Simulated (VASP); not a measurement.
A run of VASP 6.6.1:

The input INCAR:

```
SYSTEM = TaN
ALGO = Normal ; EDIFF = 1E-6
ENCUT = 520 ; GGA = PS
ISIF = 2 ; ISMEAR = -1
LASPH = .True. ; LCHARG = .False.
LREAL = .False. ; LWAVE = .False.
NBANDS = 24 ; NELM = 60
PREC = Accurate ; SIGMA = 0.01
```

Contents of KPOINTS:

```
k-points
0
Gamma
  9 9 5
  0 0 0
```

POSCAR

```
TaN
1.0
    3.0805011014      0.0000000000      0.0000000000
   -1.5402505508      2.6677922103      0.0000000000
    0.0000000000      0.0000000000      4.9400000000
Ta N
2 2
Direct
    0.3333333333      0.6666666667      0.0000000000
    0.6666666667      0.3333333333      0.5000000000
    0.3333333333      0.6666666667      0.3850000000
    0.6666666667      0.3333333333      0.8850000000
```

Potentials or basis: VASP PAW PBE potentials, release 64 (Ta_pv, N).

Command:

```console
$ cat potpaw_PBE.64/Ta_pv/POTCAR potpaw_PBE.64/N/POTCAR > POTCAR
$ mpirun -np 1 vasp_std > vasp.out
```

Hardware: 1 thread of Intel Xeon 8259CL, with other jobs on the host.

Problem. Estimate the wall time of this run.

Solution. Wall time 39 s on 1 thread of Intel Xeon 8259CL, with other jobs on the host, peak memory 0.18 GiB. Counts: scf iterations 12, k points 36.
